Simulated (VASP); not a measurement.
Input of a VASP 6.6.1 run:

INCAR

```
  PREC = Accurate
  ENCUT = 520
  EDIFF = 1E-6
  ISMEAR = -1
  SIGMA = 0.1
  LREAL = F
  LASPH = T
  NELM = 150
  ALGO = Normal
  ISIF = 2
  LWAVE = F
  LCHARG = T
  ISPIN = 2
  MAGMOM = 2.67
  LORBIT = 11
  NUPDOWN = 2.67
  LMAXMIX = 4
  GGA = PE
  LELF = T
  LVHAR = T
  NBANDS = 14
```

The input KPOINTS:

```
regular mesh
0
Gamma
  12 12 12
```

The input POSCAR:

```
Fe
1.0
    0.0000000000      1.7845000000      1.7845000000
    1.7845000000      0.0000000000      1.7845000000
    1.7845000000      1.7845000000      0.0000000000
Fe
1
Direct
    0.0000000000      0.0000000000      0.0000000000
```

Potentials or basis: VASP PAW PBE potentials, release 64 (Fe).

The run is started by

```sh
$ cat potpaw_PBE.64/Fe/POTCAR > POTCAR
$ mpirun -np 1 vasp_std > vasp.out
```

(1) What does it give for the pressure?

Answers

(1) 15.3 GPa.

Caveat: the total moment is fixed, so each spin has its own Fermi level.
